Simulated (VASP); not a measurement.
# In3P (Cmmm) in VASP: notebook, part 2 of 2

VASP 6.6.1. Earlier steps stand in the parts before.

### Step 4. Relaxation of cell and atoms, PBE

Input file INCAR:

```
SYSTEM = In3P
ALGO     = Normal         ! electronic algorithm
EDIFF    = 1E-7           ! SCF threshold, eV
EDIFFG   = -0.04          ! ionic threshold
ENCUT    = 600            ! plane-wave cutoff, eV
GGA      = PE             ! functional
IBRION   = 2              ! ionic algorithm
ISIF     = 3              ! what is computed and relaxed
ISMEAR   = 0              ! smearing method
LASPH    = .True.         ! aspherical terms in the spheres
LCHARG   = .False.        ! write CHGCAR
LREAL    = .False.        ! projectors in reciprocal space
LWAVE    = .False.        ! write WAVECAR
NELM     = 60             ! most SCF steps
NSW      = 90             ! ionic steps
PREC     = Accurate       ! precision mode
SIGMA    = 0.1            ! smearing width, eV
```

Input file KPOINTS:

```
k-points
0
Gamma
  6 6 2
  0 0 0
```

Input file POSCAR:

```
In3P
1.0
    1.7669565800     -2.5130152800      0.0000000000
    1.7669565800      2.5130152800      0.0000000000
    0.0000000000      0.0000000000     10.0500449100
In P
3 1
Direct
    0.5000000000      0.5000000000      0.7507200200
    0.0000000000      0.0000000000      0.5000000000
    0.5000000000      0.5000000000      0.2492799800
    0.0000000000      0.0000000000      0.0000000000
```

Potentials or basis: VASP PAW PBE potentials, release 64 (In_d, P).

The run is started by

```console
cat potpaw_PBE.64/In_d/POTCAR potpaw_PBE.64/P/POTCAR > POTCAR
mpirun -np 1 vasp_std > vasp.out
```

OUTCAR:

```text
SYSTEM = In3P
   EDIFF = 1E-7
   EDIFFG = -0.04
   ENCUT = 600
   GGA = PE
   IBRION = 2
   ISIF = 3
   ISMEAR = 0
   LASPH = .True.
   LREAL = .False.
   NELM = 60
   NSW = 90
   PREC = Accurate

 ion  position               nearest neighbor table
   1  0.500  0.500  0.751-   4 3.07   4 3.07   2 3.08   2 3.08   2 3.56   2 3.56
   2  0.000  0.000  0.500-   1 3.08   3 3.08   1 3.08   3 3.08   1 3.56   3 3.56   1 3.56   3 3.56

   3  0.500  0.500  0.249-   4 3.07   4 3.07   2 3.08   2 3.08   2 3.56   2 3.56
   4  0.000  0.000  0.000-   1 3.07   3 3.07   1 3.07   3 3.07

  LATTYP: Found a base centered orthorhombic cell.
 ALAT       =     3.5339131600
 B/A-ratio  =     1.4222280889
 C/A-ratio  =     2.8438856460

  Lattice vectors:

 A1 = (   1.7669565800,  -2.5130152800,   0.0000000000)
 A2 = (   1.7669565800,   2.5130152800,   0.0000000000)
 A3 = (   0.0000000000,   0.0000000000,  10.0500449100)

Analysis of symmetry for initial positions (statically):
=====================================================================
 Subroutine PRICEL returns:
 Original cell was already a primitive cell.

 Routine SETGRP: Setting up the symmetry group for a
 base centered orthorhombic supercell.

 Subroutine GETGRP returns: Found  8 space group operations
 (whereof  8 operations were pure point group operations)
 out of a pool of  8 trial point group operations.

The static configuration has the point symmetry D_2h.

Analysis of symmetry for dynamics (positions and initial velocities):
[... 272 lines left out ...]
  ---------------------------------------------------
  free  energy   TOTEN  =       -11.7632920396 eV

  energy  without entropy=      -11.7468566647  energy(sigma->0) =      -11.75507435

 E-fermi :   6.5662     XC(G=0):  -9.9228

 val. band max:        6.4679602746   @ k =   0.5000   0.5000   0.0000
 cond. band min:       6.5760641766   @ k =   0.3333  -0.0000   0.0000
 fundamental gap:      0.1081039020
 Fermi energy:         6.5662349419

 k-point     1 :       0.0000    0.0000    0.0000
  band No.  band energies     occupation
      1      -8.1445      2.00000
      2      -8.1110      2.00000
      3      -8.0210      2.00000
      4      -8.0116      2.00000
      5      -7.9968      2.00000
      6      -7.9505      2.00000
[... 685 lines left out ...]
     25       7.4997      0.00000
     26       8.0361      0.00000

 [... further k-points ...]

[... ionic steps 4 to 28 ...]

--------------------------------------- Ionic step       29  -------------------------------------------

 number of electron      44.0000019 magnetization

------------------------ aborting loop because EDIFF is reached ----------------------------------------
[... 71 lines left out ...]
--------------------------------------- Ionic step       31  -------------------------------------------

 number of electron      44.0000019 magnetization

 Free energy of the ion-electron system (eV)
  ---------------------------------------------------
  ext. energy  EPLUGINS =         0.00000000
  ---------------------------------------------------
  free energy    TOTEN  =       -12.65197577 eV

  energy without entropy =      -12.64801002  energy(sigma->0) =      -12.64999289

 E-fermi :   7.2822     XC(G=0): -10.2095

 val. band max:        7.2046270310   @ k =   0.5000   0.5000   0.0000
 cond. band min:       7.3023677177   @ k =   0.3333   0.3333   0.5000
 fundamental gap:      0.0977406867
 Fermi energy:         7.2821885538

 k-point     1 :       0.0000    0.0000    0.0000
  band No.  band energies     occupation
      1      -7.5752      2.00000
      2      -7.5189      2.00000
      3      -7.4138      2.00000
      4      -7.4063      2.00000
      5      -7.3577      2.00000
      6      -7.3554      2.00000
[... 718 lines left out ...]
  FREE ENERGIE OF THE ION-ELECTRON SYSTEM (eV)
  ---------------------------------------------------
  free  energy   TOTEN  =       -12.6519757671 eV

  energy  without entropy=      -12.6480100189  energy(sigma->0) =      -12.64999289

 reached required accuracy - stopping structural energy minimisation
```

OSZICAR:

```text
N       E                     dE             d eps       ncg     rms          rms(c)
DAV:   1     0.394386452077E+03    0.39439E+03   -0.23474E+04  1352   0.251E+03
DAV:   2     0.243805857433E+02   -0.37001E+03   -0.36670E+03  1354   0.503E+02
DAV:   3    -0.103241449322E+02   -0.34705E+02   -0.33856E+02  1680   0.178E+02
DAV:   4    -0.116734791623E+02   -0.13493E+01   -0.13154E+01  1652   0.346E+01
[... 378 lines left out ...]
DAV:   5    -0.126519763324E+02    0.14144E-04   -0.32942E-05  2058   0.795E-02    0.198E-02
DAV:   6    -0.126519762547E+02    0.77612E-07   -0.10305E-05  1740   0.350E-02    0.575E-03
DAV:   7    -0.126519758713E+02    0.38348E-06   -0.11624E-06  1662   0.163E-02    0.107E-03
DAV:   8    -0.126519757529E+02    0.11839E-06   -0.60599E-08   712   0.418E-03    0.469E-04
DAV:   9    -0.126519757671E+02   -0.14221E-07   -0.22890E-08   704   0.210E-03
  31 F= -.12651976E+02 E0= -.12649993E+02  d E =-.686202E-03
```

CONTCAR:

```text
In3P
   1.00000000000000
     2.4434734084743415   -2.4830943459258816    0.0000000000000000
     2.4434734084743415    2.4830943459258816    0.0000000000000000
     0.0000000000000000    0.0000000000000000    8.0426650438057212
  In              P
     3     1
Direct
     0.5000000000000000    0.5000000000000000    0.7995646959333490
     0.0000000000000000    0.0000000000000000    0.5000000000000000
     0.5000000000000000    0.5000000000000000    0.2004353040666510
     0.0000000000000000    0.0000000000000000    0.0000000000000000

  0.00000000E+00  0.00000000E+00  0.00000000E+00
  0.00000000E+00  0.00000000E+00  0.00000000E+00
  0.00000000E+00  0.00000000E+00  0.00000000E+00
  0.00000000E+00  0.00000000E+00  0.00000000E+00
```

Wall time 30 min (1 thread of Intel Xeon Platinum 8259CL at 2.50GHz (Skylake/Cascade Lake), shared host); peak memory 0.29 GiB.

What came out:

* Free energy: -12.6520 eV
* Relaxed volume: 24.40 Å³/atom
* Relaxed cell: a = 3.484 Å, b = 3.484 Å, c = 8.043 Å, α = 90.00°, β = 90.00°, γ = 90.92°
* Space group after relaxing (to 0.05 Å): Cmmm (No. 65)
* Energy gained by relaxing: 278.9 meV/atom
* Ionic steps: 31
* Pressure after relaxing: 0.1 GPa
* Largest force after relaxing: 0.005 eV/Å

Forces in eV/Å, atoms in the order of the input:
```
In   0.000  0.000  0.005
In   0.000  0.000  0.000
In   0.000  0.000 -0.005
P    0.000  0.000  0.000
```

Stress tensor (GPa, compression positive):
```
0.19 0.00 0.00
0.00 0.02 0.00
0.00 0.00 0.01
```

The path:
```csv
step,energy change (eV),largest force (eV/Å),pressure (GPa),volume (Å³)
1,0.0000,1.0544,5.35,89.25
2,-0.2239,0.7678,-0.58,99.22
3,-0.2268,0.7461,-1.15,100.60
4,-0.3031,0.7123,-0.86,99.88
5,-0.4975,0.4790,0.19,97.73
6,-0.5168,0.5897,5.06,93.38
7,-0.5846,0.1400,1.73,95.83
8,-0.5940,0.0178,2.53,95.14
9,-0.6411,0.1107,1.92,96.90
10,-0.6587,0.1782,1.54,98.25
11,-0.6816,0.1669,0.93,100.95
12,-0.7045,0.2951,0.34,106.33
13,-0.7520,0.2826,-0.31,107.66
14,-0.7857,0.2830,-0.83,109.01
15,-0.8482,0.0889,-1.94,111.48
16,-0.8272,0.1587,-3.61,115.50
17,-0.8716,0.0375,-2.53,112.74
18,-0.9080,0.0859,-2.43,111.64
19,-0.9502,0.2043,-2.20,109.72
20,-0.9729,0.5795,-1.49,105.60
21,-1.0120,0.5671,-0.93,103.27
22,-1.0610,0.5102,0.69,98.20
23,-1.0642,0.4781,1.42,96.27
24,-1.0985,0.1910,0.72,96.78
25,-1.1079,0.0728,0.08,97.24
26,-1.1080,0.0514,0.13,97.20
27,-1.1114,0.0692,0.01,97.47
28,-1.1137,0.0914,-0.18,97.87
29,-1.1148,0.0483,0.06,97.49
30,-1.1148,0.0322,0.14,97.36
31,-1.1155,0.0047,0.07,97.60
```

Final structure:
```cif
data_structure
_symmetry_space_group_name_H-M 'P 1'
_symmetry_Int_Tables_number 1
_cell_length_a 3.4837
_cell_length_b 3.4837
_cell_length_c 8.0427
_cell_angle_alpha 90.000
_cell_angle_beta 90.000
_cell_angle_gamma 90.922
_cell_volume 97.60
loop_
_atom_site_label
_atom_site_type_symbol
_atom_site_fract_x
_atom_site_fract_y
_atom_site_fract_z
_atom_site_occupancy
In1 In 0.50000 0.50000 0.79956 1
In2 In 0.00000 0.00000 0.50000 1
In3 In 0.50000 0.50000 0.20044 1
P1 P 0.00000 0.00000 0.00000 1
```

Caveat: the k points lie up to 0.39 Å⁻¹ apart in the final cell; the bands computed are all filled at some k points, so no gap is given; spin-orbit coupling is left out, which moves the levels of the heavy elements.

### Step 5. The runs side by side

```csv
task,cell,cutoff (eV),gap on the mesh (eV),pressure (GPa)
single point,"a = 3.072, b = 3.072, c = 10.050 Å, angles 90.0, 90.0, 109.8°, 4 atoms",520,none,5.3
single point,"a = 3.426, b = 3.426, c = 8.835 Å, angles 90.0, 90.0, 105.1°, 4 atoms",520,none,0.0
relaxation of cell and atoms,"relaxed from a = 3.072, b = 3.072, c = 10.050 Å, angles 90.0, 90.0, 109.8°, 4 atoms",600,-,0.1
```

Alike in all rows: level PBE; potentials or basis VASP PAW PBE potentials, release 64 (In_d, P); no spin polarisation; k mesh 6 × 6 × 2; smearing gaussian 0.1 eV.

Caveats: some runs use coarse meshes; spin-orbit coupling is left out, which moves the levels of the heavy elements; forces of over 1 eV/Å act on the atoms, so gaps and moduli don't describe the material at rest (some runs); the bands computed are all filled at some k points, so no gap is given (some runs).

Absolute energies hang on the potentials; compare differences alone.
